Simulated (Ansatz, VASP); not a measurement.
# One calculation of NaF, two programs

```xyz
2
Lattice="0.0000 2.2885 2.3930 2.2885 0.0000 2.3930 2.2885 2.2885 0.0000" Properties=species:S:1:pos:R:3 pbc="T T T"
Na    0.0000    0.0000    0.0000
F     2.2885    2.2885    2.3930
```

Change from the starting cell: strain -0.015 along x and y, +0.030 along z, atoms carried along.

Alike in both runs: task single point; functional PBE; k mesh 8 × 8 × 8; occupations gaussian, width 0.05 eV; no spin polarisation.

```csv
,VASP,Ansatz
version,VASP 6.6.1,Ansatz 0.2.0
potentials or method,"VASP PAW PBE potentials, release 64 (Na_pv, F), cutoff 520 eV","scalar-relativistic, plane waves, PAW"
valence electrons in the cell,14,16
```

VASP gave:

```
gap on the k mesh at the Fermi level (eV)                     : 6.26
least direct gap on the mesh (eV)                             : 6.26
pressure (GPa)                                                : 1.8
traceless stress, the component that is largest in VASP (GPa) : -2.37
```

Which values does Ansatz return?

gap on the k mesh at the Fermi level (eV): 6.27; least direct gap on the mesh (eV): 6.27; pressure (GPa): 2.0; traceless stress, the component that is largest in VASP (GPa): -2.30.

With one functional, cell and mesh, what is left measures potentials, basis and numerics. VASP's potentials hold 14 valence electrons a cell and Ansatz's 16, so a difference there can come from the potentials and not from the codes.
